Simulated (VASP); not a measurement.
# InP (b) (F-43m) in VASP: further runs, part 2 of 2

VASP 6.6.1. The steps go on from the part before.

## Step 3: Single point, PBEsol

This run uses another cell than the first one, of 25.39 Å³/atom, 0.987 times its volume.

File INCAR:

```
PREC = Accurate ; ENCUT = 500
EDIFF = 1E-6 ; ISMEAR = 0
SIGMA = 0.02 ; LREAL = F
LASPH = T ; NELM = 120
ALGO = Normal ; ISIF = 2
LWAVE = F ; LCHARG = F
GGA = PS ; NBANDS = 16
GGA_COMPAT = F
```

File KPOINTS:

```
Automatic mesh
0
Gamma
  10 10 10
```

File POSCAR:

```
InP
1.0
    0.0000000000      2.9392576434      2.9392576434
    2.9392576434      0.0000000000      2.9392576434
    2.9392576434      2.9392576434      0.0000000000
In P
1 1
Direct
    0.0000000000      0.0000000000      0.0000000000
    0.2500000000      0.2500000000      0.2500000000
```

Potentials or basis: VASP PAW PBE potentials, release 64 (In_d, P).

Command:

```console
$ cat potpaw_PBE.64/In_d/POTCAR potpaw_PBE.64/P/POTCAR > POTCAR
$ mpirun -np 1 vasp_std > vasp.out
```

OUTCAR:

```text
PREC = Accurate
   ENCUT = 500
   EDIFF = 1E-6
   ISMEAR = 0
   LREAL = F
   LASPH = T
   NELM = 120
   ISIF = 2
   GGA = PS

 ion  position               nearest neighbor table
   1  0.000  0.000  0.000-   2 2.55   2 2.55   2 2.55   2 2.55
   2  0.250  0.250  0.250-   1 2.55   1 2.55   1 2.55   1 2.55

  LATTYP: Found a face centered cubic cell.
 ALAT       =     5.8785152868

  Lattice vectors:

 A1 = (   0.0000000000,   2.9392576434,   2.9392576434)
 A2 = (   2.9392576434,   0.0000000000,   2.9392576434)
 A3 = (   2.9392576434,   2.9392576434,   0.0000000000)

Analysis of symmetry for initial positions (statically):
=====================================================================
 Subroutine PRICEL returns:
 Original cell was already a primitive cell.

 Routine SETGRP: Setting up the symmetry group for a
 face centered cubic supercell.

 Subroutine GETGRP returns: Found 24 space group operations
 (whereof 24 operations were pure point group operations)
 out of a pool of 48 trial point group operations.

The static configuration has the point symmetry T_d .

Analysis of symmetry for dynamics (positions and initial velocities):
=====================================================================
 Subroutine PRICEL returns:
 Original cell was already a primitive cell.

 Routine SETGRP: Setting up the symmetry group for a
 face centered cubic supercell.

 Subroutine GETGRP returns: Found 24 space group operations
 (whereof 24 operations were pure point group operations)
 out of a pool of 48 trial point group operations.

The dynamic configuration has the point symmetry T_d .

 Subroutine INISYM returns: Found 24 space group operations
 (whereof 24 operations are pure point group operations),
 and found     1 'primitive' translations

----------------------------------------------------------------------------------------

                                     Primitive cell

  volume of cell :      50.7859

  direct lattice vectors                    reciprocal lattice vectors
     0.000000000  2.939257643  2.939257643    -0.170110981  0.170110981  0.170110981
     2.939257643  0.000000000  2.939257643     0.170110981 -0.170110981  0.170110981
     2.939257643  2.939257643  0.000000000     0.170110981  0.170110981 -0.170110981

  length of vectors
     4.156738023  4.156738023  4.156738023     0.294640861  0.294640861  0.294640861

  position of ions in fractional coordinates (direct lattice)
     0.000000000  0.000000000  0.000000000
     0.250000000  0.250000000  0.250000000

  ion indices of the primitive-cell ions
   primitive index   ion index
                 1           1
                 2           2

----------------------------------------------------------------------------------------

 KPOINTS: Automatic mesh

Automatic generation of k-mesh.
 Grid dimensions read from file:
 generate k-points for:   10   10   10

 Generating k-lattice:

  Cartesian coordinates                     Fractional coordinates (reciprocal lattice)
    -0.017011098  0.017011098  0.017011098     0.100000000  0.000000000  0.000000000
     0.017011098 -0.017011098  0.017011098     0.000000000  0.100000000  0.000000000
     0.017011098  0.017011098 -0.017011098     0.000000000  0.000000000  0.100000000

  Length of vectors
     0.029464086  0.029464086  0.029464086

  Shift w.r.t. Gamma in fractional coordinates (k-lattice)
     0.000000000  0.000000000  0.000000000

 Subroutine IBZKPT returns following result:
 ===========================================

 Found     47 irreducible k-points:

 Following reciprocal coordinates:
            Coordinates               Weight
  0.000000  0.000000  0.000000      1.000000
  0.100000  0.000000  0.000000      8.000000
  0.200000  0.000000  0.000000      8.000000
  0.300000  0.000000  0.000000      8.000000
  0.400000  0.000000  0.000000      8.000000
  0.500000  0.000000  0.000000      4.000000
[... 16 lines left out ...]
  0.300000  0.300000  0.000000      6.000000
  0.400000  0.300000  0.000000     24.000000
 [... further k-points ...]
   k-points           NKPTS =     47   k-points in BZ     NKDIM =     47   number of bands    NBANDS=     16
   number of dos      NEDOS =    301   number of ions     NIONS =      2
   total plane-waves  NPLWV =  27000
   dimension x,y,z NGX =    30 NGY =   30 NGZ =   30
   dimension x,y,z NGXF=    60 NGYF=   60 NGZF=   60
   ions per type =               1   1
   NGX,Y,Z   is equivalent  to a cutoff of  12.00, 12.00, 12.00 a.u.
   NGXF,Y,Z  is equivalent  to a cutoff of  24.00, 24.00, 24.00 a.u.
 SYSTEM =  unknown system
   PREC   = accura    normal or accurate (medium, high low for compatibility)
   ISTART =      0    job   : 0-new  1-cont  2-samecut
   ICHARG =      2    charge: 1-file 2-atom 10-const
   ISPIN  =      1    spin polarized calculation?
   LNONCOLLINEAR =      F non collinear calculations
   LSORBIT =      F    spin-orbit coupling
   LASPH  =      T    aspherical Exc in radial PAW
   ENCUT  =  500.0 eV  36.75 Ry    6.06 a.u.   7.58  7.58  7.58*2*pi/ulx,y,z
   NELM   =    120;   NELMIN=  2; NELMDL= -5     # of ELM steps
   EDIFF  = 0.1E-05   stopping-criterion for ELM
   LREAL  =      F    real-space projection
   EDIFFG = 0.1E-04   stopping-criterion for IOM
   NSW    =      0    number of steps for IOM
   IBRION =     -1    ionic relax: 0-MD 1-quasi-New 2-CG
   NFREE  =      0    steps in history (QN), initial steepest desc. (CG)
   ISIF   =      2    stress and relaxation
   ISYM   =      2    0-nonsym 1-usesym 2-fastsym
   POTIM  = 0.5000    time-step for ionic-motion
   TEBEG  =    0.0;   TEEND  =   0.0 temperature during run
   PSTRESS=    0.0 pullay stress
   NELECT =      18.0000    total number of electrons
   NUPDOWN=      -1.0000    fix difference up-down
   EMIN   =  10.00;   EMAX   =-10.00  energy-range for DOS
   EFERMI =   0.00;   METHOD = LEGACY
   ISMEAR =     0;   SIGMA  =   0.02  broadening in eV -4-tet -1-fermi 0-gaus
   EFERMI_NEDOS =   21; number of points for ismear=-14 and -15
   IALGO  =     38    algorithm
   IMIX   =      4    mixing-type and parameters
     AMIX     =   0.40;   BMIX     =  1.00
     AMIX_MAG =   1.60;   BMIX_MAG =  1.00
  volume/ion in A,a.u.               =      25.39       171.36
  Fermi-wavevector in a.u.,A,eV,Ry     =   1.158559  2.189358 18.262530  1.342258
  Thomas-Fermi vector in A             =   2.295160
   LORBIT       =      0    0 simple, 1 ext, 2 COOP (PROOUT), +10 PAW based schemes
   GGA     = PS    functional components
   LHFCALC =     F    Hartree Fock is set to
   AEXX    =    0.0000 exact exchange contribution
   IVDW    =     0    specifies the selected vdW correction
   LEPSILON=     F    determine dielectric tensor
   LRPA    =     F    only Hartree local field effects (RPA)
 non-spin polarized calculation
 Gauss-broadening in eV      SIGMA  =   0.02
  energy-cutoff  :      500.00
  volume of cell :       50.79
 maximum number of plane-waves:      1308
   NGX = 15   NGY = 15   NGZ = 15

 number of electron      18.0000005 magnetization

 Free energy of the ion-electron system (eV)
  ---------------------------------------------------
  ext. energy  EPLUGINS =         0.00000000
  ---------------------------------------------------
  free energy    TOTEN  =        -9.15667606 eV

  energy without entropy =       -9.15667606  energy(sigma->0) =       -9.15667606

 E-fermi :   5.0982     XC(G=0):  -9.4401

 val. band max:        4.9929710468   @ k =   0.0000   0.0000   0.0000
 cond. band min:       5.5601928210   @ k =   0.0000   0.0000   0.0000
 fundamental gap:      0.5672217743
 Fermi energy:         5.0982129719

 k-point     1 :       0.0000    0.0000    0.0000
  band No.  band energies     occupation
      1      -9.1368      2.00000
      2      -9.1368      2.00000
      3      -9.1368      2.00000
      4      -8.9866      2.00000
      5      -8.9866      2.00000
      6      -6.4935      2.00000
[... 8 lines left out ...]
     15      14.4090      0.00000
     16      14.4090      0.00000

 k-point     2 :       0.1000    0.0000    0.0000
  band No.  band energies     occupation
      1      -9.1492      2.00000
      2      -9.1320      2.00000
      3      -9.1320      2.00000
      4      -8.9867      2.00000
      5      -8.9867      2.00000
      6      -6.3792      2.00000
[... 8 lines left out ...]
     15      13.8944      0.00000
     16      13.8944      0.00000
[... 387 lines left out ...]
      5      -8.9640      2.00000
      6      -5.2465      2.00000
[... 8 lines left out ...]
     15      15.1603      0.00000
     16      17.6976      0.00000

 k-point    24 :       0.4000    0.3000    0.0000
  band No.  band energies     occupation
      1      -9.2840      2.00000
      2      -9.0615      2.00000
      3      -9.0582      2.00000
      4      -9.0216      2.00000
      5      -8.9604      2.00000
      6      -4.8279      2.00000
[... 8 lines left out ...]
     15      15.5810      0.00000
     16      17.5785      0.00000

 [... further k-points ...]
[... 5 lines left out ...]
  --------------------------------------------------------------------------------------
  -------------------------------------------------------------------------------------
  Total       -0.0059602     -0.0059602     -0.0059602      0.0000000      0.0000000     -0.0000000
  in kB       -0.1880313     -0.1880313     -0.1880313      0.0000000      0.0000000     -0.0000000
  external PRESSURE =      -0.1880313 kB  Pullay stress =       0.0000000 kB

 VOLUME and BASIS-vectors are now :
 -----------------------------------------------------------------------------
  energy-cutoff  :      500.00
  volume of cell :       50.79
      direct lattice vectors                 reciprocal lattice vectors
     0.000000000  2.939257643  2.939257643    -0.170110981  0.170110981  0.170110981
     2.939257643  0.000000000  2.939257643     0.170110981 -0.170110981  0.170110981
     2.939257643  2.939257643  0.000000000     0.170110981  0.170110981 -0.170110981

 POSITION                                       TOTAL-FORCE (eV/Angst)
 -----------------------------------------------------------------------------------
      0.00000      0.00000      0.00000        -0.000000     -0.000000     -0.000000
      1.46963      1.46963      1.46963         0.000000      0.000000      0.000000
 -----------------------------------------------------------------------------------
    total drift:                                0.000000      0.000000     -0.000000

  FREE ENERGIE OF THE ION-ELECTRON SYSTEM (eV)
  ---------------------------------------------------
  free  energy   TOTEN  =        -9.1566760595 eV

  energy  without entropy=       -9.1566760595  energy(sigma->0) =       -9.15667606
```

OSZICAR:

```text
N       E                     dE             d eps       ncg     rms          rms(c)
DAV:   1     0.110703929451E+03    0.11070E+03   -0.82564E+03  1520   0.121E+03
DAV:   2    -0.214789193151E+01   -0.11285E+03   -0.10799E+03  1688   0.294E+02
DAV:   3    -0.935489853232E+01   -0.72070E+01   -0.71751E+01  1928   0.737E+01
DAV:   4    -0.954780229487E+01   -0.19290E+00   -0.19284E+00  1944   0.131E+01
DAV:   5    -0.955762136862E+01   -0.98191E-02   -0.98189E-02  2208   0.250E+00    0.539E+00
DAV:   6    -0.919271303785E+01    0.36491E+00   -0.56821E-01  2376   0.132E+01    0.315E+00
DAV:   7    -0.915906796321E+01    0.33645E-01   -0.13638E-01  2208   0.329E+00    0.111E+00
DAV:   8    -0.915638533112E+01    0.26826E-02   -0.14060E-02  1888   0.137E+00    0.300E-01
DAV:   9    -0.915658656781E+01   -0.20124E-03   -0.11266E-03  2000   0.373E-01    0.138E-01
DAV:  10    -0.915664779635E+01   -0.61229E-04   -0.16063E-04  2280   0.149E-01    0.887E-02
DAV:  11    -0.915667683444E+01   -0.29038E-04   -0.43212E-05  1848   0.708E-02    0.308E-02
DAV:  12    -0.915667605954E+01    0.77490E-06   -0.46603E-06  1776   0.226E-02
   1 F= -.91566761E+01 E0= -.91566761E+01  d E =-.319201E-16
```

Run time: 16 s. Hardware: 1 thread of Intel Xeon Platinum 8559C (Emerald Rapids), shared host; peak memory 0.18 GiB.

Results:

```yaml
Free_energy: -9.1567 eV
Pressure: 0.0 GPa
Band_gap_on_the_k_mesh: 0.57 eV, direct
```

Caveat: the PAW data sets were made with another functional, which shifts forces and pressure a little; spin-orbit coupling is left out, which moves the levels of the heavy elements.
